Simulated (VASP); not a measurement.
# Al2Pt (Fm-3m) in VASP: a series of runs

Al2Pt is run at these levels: LDA; tasks: single point, relaxation of cell and atoms.

All numbers are computed with VASP 6.6.1; they aren't measurements. Logs are shortened: lines on timing, memory, paths and dates and some standing lists are left out, and cuts for length are marked.

### 1 The cell of the first run

Symmetry: Fm-3m, No. 225, cubic system. The conventional cell has a = 5.854 Å, b = 5.854 Å, c = 5.854 Å, α = 90.00°, β = 90.00°, γ = 90.00°. Within 3.3 Å of Al (site symmetry -43m) lie 4 Pt at 2.53 Å and 6 Al at 2.93 Å. Pt (site symmetry m-3m) has 8 Al at 2.53 Å within 3.3 Å.

### 2 Single point, LDA

INCAR

```
ALGO = Normal
EDIFF = 1E-6
ENCUT = 500
GGA = CA
GGA_COMPAT = F
ISIF = 2
ISMEAR = 0
LASPH = T
LCHARG = F
LREAL = F
LWAVE = F
NBANDS = 15
NELM = 120
PREC = Accurate
SIGMA = 0.1
```

KPOINTS

```
k-points
0
Gamma
  12 12 12
```

POSCAR

```
Al2Pt
1.0
    0.0000000000      2.9267836222      2.9267836222
    2.9267836222      0.0000000000      2.9267836222
    2.9267836222      2.9267836222      0.0000000000
Al Pt
2 1
Direct
    0.2500000000      0.2500000000      0.2500000000
    0.7500000000      0.7500000000      0.7500000000
    0.0000000000      0.0000000000      0.0000000000
```

Potentials or basis: VASP PAW LDA potentials, release 64 (Al, Pt).

Started as:

```console
$ cat potpaw_LDA.64/Al/POTCAR potpaw_LDA.64/Pt/POTCAR > POTCAR
$ mpirun -np 1 vasp_std > vasp.out
```

OUTCAR:

```text
EDIFF = 1E-6
   ENCUT = 500
   GGA = CA
   ISIF = 2
   ISMEAR = 0
   LASPH = T
   LREAL = F
   NELM = 120
   PREC = Accurate

 ion  position               nearest neighbor table
   1  0.250  0.250  0.250-   3 2.53   3 2.53   3 2.53   3 2.53   2 2.93   2 2.93   2 2.93   2 2.93
                             2 2.93   2 2.93
   2  0.750  0.750  0.750-   3 2.53   3 2.53   3 2.53   3 2.53   1 2.93   1 2.93   1 2.93   1 2.93
                             1 2.93   1 2.93
   3  0.000  0.000  0.000-   2 2.53   2 2.53   2 2.53   1 2.53   1 2.53   1 2.53   2 2.53   1 2.53

  LATTYP: Found a face centered cubic cell.
 ALAT       =     5.8535672444

  Lattice vectors:

 A1 = (   0.0000000000,   2.9267836222,   2.9267836222)
 A2 = (   2.9267836222,   0.0000000000,   2.9267836222)
 A3 = (   2.9267836222,   2.9267836222,   0.0000000000)

Analysis of symmetry for initial positions (statically):
=====================================================================
 Subroutine PRICEL returns:
 Original cell was already a primitive cell.

 Routine SETGRP: Setting up the symmetry group for a
 face centered cubic supercell.

 Subroutine GETGRP returns: Found 48 space group operations
 (whereof 48 operations were pure point group operations)
 out of a pool of 48 trial point group operations.

The static configuration has the point symmetry O_h .

Analysis of symmetry for dynamics (positions and initial velocities):
=====================================================================
 Subroutine PRICEL returns:
 Original cell was already a primitive cell.

 Routine SETGRP: Setting up the symmetry group for a
 face centered cubic supercell.

 Subroutine GETGRP returns: Found 48 space group operations
 (whereof 48 operations were pure point group operations)
 out of a pool of 48 trial point group operations.

The dynamic configuration has the point symmetry O_h .

 Subroutine INISYM returns: Found 48 space group operations
 (whereof 48 operations are pure point group operations),
 and found     1 'primitive' translations

----------------------------------------------------------------------------------------

                                     Primitive cell

  volume of cell :      50.1420

  direct lattice vectors                    reciprocal lattice vectors
     0.000000000  2.926783622  2.926783622    -0.170835998  0.170835998  0.170835998
     2.926783622  0.000000000  2.926783622     0.170835998 -0.170835998  0.170835998
     2.926783622  2.926783622  0.000000000     0.170835998  0.170835998 -0.170835998

  length of vectors
     4.139097093  4.139097093  4.139097093     0.295896628  0.295896628  0.295896628

  position of ions in fractional coordinates (direct lattice)
     0.250000000  0.250000000  0.250000000
     0.750000000  0.750000000  0.750000000
     0.000000000  0.000000000  0.000000000

  ion indices of the primitive-cell ions
   primitive index   ion index
                 1           1
                 2           2
                 3           3

----------------------------------------------------------------------------------------

 KPOINTS: k-points

Automatic generation of k-mesh.
 Grid dimensions read from file:
 generate k-points for:   12   12   12

 Generating k-lattice:

  Cartesian coordinates                     Fractional coordinates (reciprocal lattice)
    -0.014236333  0.014236333  0.014236333     0.083333333  0.000000000  0.000000000
     0.014236333 -0.014236333  0.014236333     0.000000000  0.083333333  0.000000000
     0.014236333  0.014236333 -0.014236333     0.000000000  0.000000000  0.083333333

  Length of vectors
     0.024658052  0.024658052  0.024658052

  Shift w.r.t. Gamma in fractional coordinates (k-lattice)
     0.000000000  0.000000000  0.000000000

 Subroutine IBZKPT returns following result:
 ===========================================

 Found     72 irreducible k-points:

 Following reciprocal coordinates:
            Coordinates               Weight
  0.000000  0.000000  0.000000      1.000000
  0.083333  0.000000  0.000000      8.000000
  0.166667  0.000000  0.000000      8.000000
  0.250000  0.000000  0.000000      8.000000
  0.333333  0.000000  0.000000      8.000000
  0.416667  0.000000  0.000000      8.000000
[... 16 lines left out ...]
  0.500000  0.166667  0.000000     24.000000
 -0.416667  0.166667  0.000000     24.000000
 [... further k-points ...]
   k-points           NKPTS =     72   k-points in BZ     NKDIM =     72   number of bands    NBANDS=     15
   number of dos      NEDOS =    301   number of ions     NIONS =      3
   total plane-waves  NPLWV =  27000
   dimension x,y,z NGX =    30 NGY =   30 NGZ =   30
   dimension x,y,z NGXF=    60 NGYF=   60 NGZF=   60
   ions per type =               2   1
   NGX,Y,Z   is equivalent  to a cutoff of  12.05, 12.05, 12.05 a.u.
   NGXF,Y,Z  is equivalent  to a cutoff of  24.10, 24.10, 24.10 a.u.
 SYSTEM =  unknown system
   PREC   = accura    normal or accurate (medium, high low for compatibility)
   ISTART =      0    job   : 0-new  1-cont  2-samecut
   ICHARG =      2    charge: 1-file 2-atom 10-const
   ISPIN  =      1    spin polarized calculation?
   LNONCOLLINEAR =      F non collinear calculations
   LSORBIT =      F    spin-orbit coupling
   LASPH  =      T    aspherical Exc in radial PAW
   ENCUT  =  500.0 eV  36.75 Ry    6.06 a.u.   7.55  7.55  7.55*2*pi/ulx,y,z
   NELM   =    120;   NELMIN=  2; NELMDL= -5     # of ELM steps
   EDIFF  = 0.1E-05   stopping-criterion for ELM
   LREAL  =      F    real-space projection
   EDIFFG = 0.1E-04   stopping-criterion for IOM
   NSW    =      0    number of steps for IOM
   IBRION =     -1    ionic relax: 0-MD 1-quasi-New 2-CG
   NFREE  =      0    steps in history (QN), initial steepest desc. (CG)
   ISIF   =      2    stress and relaxation
   ISYM   =      2    0-nonsym 1-usesym 2-fastsym
   POTIM  = 0.5000    time-step for ionic-motion
   TEBEG  =    0.0;   TEEND  =   0.0 temperature during run
   PSTRESS=    0.0 pullay stress
   NELECT =      16.0000    total number of electrons
   NUPDOWN=      -1.0000    fix difference up-down
   EMIN   =  10.00;   EMAX   =-10.00  energy-range for DOS
   EFERMI =   0.00;   METHOD = LEGACY
   ISMEAR =     0;   SIGMA  =   0.10  broadening in eV -4-tet -1-fermi 0-gaus
   EFERMI_NEDOS =   21; number of points for ismear=-14 and -15
   IALGO  =     38    algorithm
   IMIX   =      4    mixing-type and parameters
     AMIX     =   0.40;   BMIX     =  1.00
     AMIX_MAG =   1.60;   BMIX_MAG =  1.00
  volume/ion in A,a.u.               =      16.71       112.79
  Fermi-wavevector in a.u.,A,eV,Ry     =   1.118701  2.114039 17.027596  1.251493
  Thomas-Fermi vector in A             =   2.255335
   LORBIT       =      0    0 simple, 1 ext, 2 COOP (PROOUT), +10 PAW based schemes
   GGA     = CA    functional components
   LHFCALC =     F    Hartree Fock is set to
   AEXX    =    0.0000 exact exchange contribution
   IVDW    =     0    specifies the selected vdW correction
   LEPSILON=     F    determine dielectric tensor
   LRPA    =     F    only Hartree local field effects (RPA)
 non-spin polarized calculation
 Gauss-broadening in eV      SIGMA  =   0.10
  energy-cutoff  :      500.00
  volume of cell :       50.14
 maximum number of plane-waves:      1303
   NGX = 15   NGY = 15   NGZ = 15

 number of electron      16.0000000 magnetization

 Free energy of the ion-electron system (eV)
  ---------------------------------------------------
  ext. energy  EPLUGINS =         0.00000000
  ---------------------------------------------------
  free energy    TOTEN  =       -18.59952967 eV

  energy without entropy =      -18.59381915  energy(sigma->0) =      -18.59667441

 E-fermi :   8.0816     XC(G=0): -11.0121

 val. band max:        8.0711924864   @ k =   0.2500   0.2500   0.0000
 cond. band min:       8.1065601898   @ k =  -0.4167   0.2500   0.0000
 fundamental gap:      0.0353677034
 Fermi energy:         8.0815523510

 k-point     1 :       0.0000    0.0000    0.0000
  band No.  band energies     occupation
      1      -2.3684      2.00000
      2       2.8213      2.00000
      3       2.8213      2.00000
      4       2.8213      2.00000
      5       4.2193      2.00000
      6       4.2193      2.00000
      7      11.0934      0.00000
      8      11.9020      0.00000
      9      11.9020      0.00000
     10      11.9020      0.00000
     11      13.6169      0.00000
     12      13.6169      0.00000
     13      13.6169      0.00000
     14      14.4381      0.00000
     15      14.4381      0.00000

 k-point     2 :       0.0833    0.0000    0.0000
  band No.  band energies     occupation
      1      -2.2705      2.00000
      2       2.7644      2.00000
      3       2.8546      2.00000
      4       2.8546      2.00000
      5       4.2071      2.00000
      6       4.2071      2.00000
      7      10.5896      0.00000
      8      11.3159      0.00000
      9      11.6344      0.00000
     10      11.6344      0.00000
     11      13.9179      0.00000
     12      13.9179      0.00000
     13      14.1377      0.00000
     14      14.2557      0.00000
     15      14.2557      0.00000

 k-point     3 :       0.1667    0.0000    0.0000
  band No.  band energies     occupation
      1      -1.9817      2.00000
      2       2.6132      2.00000
      3       2.9416      2.00000
      4       2.9416      2.00000
      5       4.1872      2.00000
      6       4.1872      2.00000
      7       8.8390      0.00000
      8      11.0489      0.00000
      9      11.0489      0.00000
     10      11.5835      0.00000
     11      13.8280      0.00000
     12      13.9136      0.00000
     13      13.9136      0.00000
     14      14.6070      0.00000
     15      14.6070      0.00000

 k-point     4 :       0.2500    0.0000    0.0000
  band No.  band energies     occupation
      1      -1.5190      2.00000
      2       2.4100      2.00000
      3       3.0439      2.00000
      4       3.0439      2.00000
      5       4.2011      2.00000
      6       4.2011      2.00000
      7       7.1471      2.00000
      8      10.3646      0.00000
      9      10.3646      0.00000
     10      11.8660      0.00000
     11      13.5494      0.00000
     12      13.6308      0.00000
     13      13.6308      0.00000
     14      15.4920      0.00000
     15      15.4920      0.00000
[... 307 lines left out ...]
 k-point    22 :       0.4167    0.1667    0.0000
  band No.  band energies     occupation
      1      -0.3649      2.00000
      2       2.0451      2.00000
      3       3.1324      2.00000
      4       3.3116      2.00000
      5       4.1154      2.00000
      6       4.5024      2.00000
      7       5.1714      2.00000
      8       8.4067      0.00000
      9       8.4743      0.00000
     10      11.5506      0.00000
     11      14.0764      0.00000
     12      14.2641      0.00000
     13      14.6858      0.00000
     14      15.0987      0.00000
     15      18.4456      0.00000

 k-point    23 :       0.5000    0.1667    0.0000
  band No.  band energies     occupation
      1       0.2056      2.00000
      2       1.8886      2.00000
      3       3.0718      2.00000
      4       3.3472      2.00000
      5       4.2217      2.00000
      6       4.4361      2.00000
      7       4.4685      2.00000
      8       7.9247      1.97345
      9       8.3978      0.00001
     10      11.5369      0.00000
     11      13.9828      0.00000
     12      14.4334      0.00000
     13      14.7786      0.00000
     14      15.8606      0.00000
     15      18.2096      0.00000

 k-point    24 :      -0.4167    0.1667    0.0000
  band No.  band energies     occupation
      1       0.3108      2.00000
      2       1.8717      2.00000
      3       3.0440      2.00000
      4       3.3633      2.00000
      5       3.9951      2.00000
      6       4.3186      2.00000
      7       4.7222      2.00000
      8       7.5631      2.00000
      9       8.7182      0.00000
     10      11.6035      0.00000
     11      13.7961      0.00000
     12      14.1962      0.00000
     13      15.0884      0.00000
     14      17.0118      0.00000
     15      17.3423      0.00000

 [... further k-points ...]
[... 5 lines left out ...]
  --------------------------------------------------------------------------------------
  -------------------------------------------------------------------------------------
  Total        0.1206402      0.1206402      0.1206402      0.0000000     -0.0000000      0.0000000
  in kB        3.8547911      3.8547911      3.8547911      0.0000000     -0.0000000      0.0000000
  external PRESSURE =       3.8547911 kB  Pullay stress =       0.0000000 kB

 VOLUME and BASIS-vectors are now :
 -----------------------------------------------------------------------------
  energy-cutoff  :      500.00
  volume of cell :       50.14
      direct lattice vectors                 reciprocal lattice vectors
     0.000000000  2.926783622  2.926783622    -0.170835998  0.170835998  0.170835998
     2.926783622  0.000000000  2.926783622     0.170835998 -0.170835998  0.170835998
     2.926783622  2.926783622  0.000000000     0.170835998  0.170835998 -0.170835998

 POSITION                                       TOTAL-FORCE (eV/Angst)
 -----------------------------------------------------------------------------------
      1.46339      1.46339      1.46339         0.000000      0.000000      0.000000
      4.39018      4.39018      4.39018        -0.000000     -0.000000     -0.000000
      0.00000      0.00000      0.00000        -0.000000     -0.000000     -0.000000
 -----------------------------------------------------------------------------------
    total drift:                                0.000000     -0.000000     -0.000000

  FREE ENERGIE OF THE ION-ELECTRON SYSTEM (eV)
  ---------------------------------------------------
  free  energy   TOTEN  =       -18.5995296726 eV

  energy  without entropy=      -18.5938191497  energy(sigma->0) =      -18.59667441
```

Run time: 48 s. Hardware: 1 thread of AMD EPYC 7R43 (Zen 3), shared host; peak memory 0.15 GiB.

Results:

| Quantity | Value |
| --- | --- |
| Free energy | -18.5995 eV |
| Pressure | 0.4 GPa |
| Band gap on the k mesh | zero (band 8 reaches 11.90 eV, above the bottom of band 9 at 6.41 eV) |

Caveat: spin-orbit coupling is left out, which moves the levels of the heavy elements.

(Part 1 of 2 ends here.)
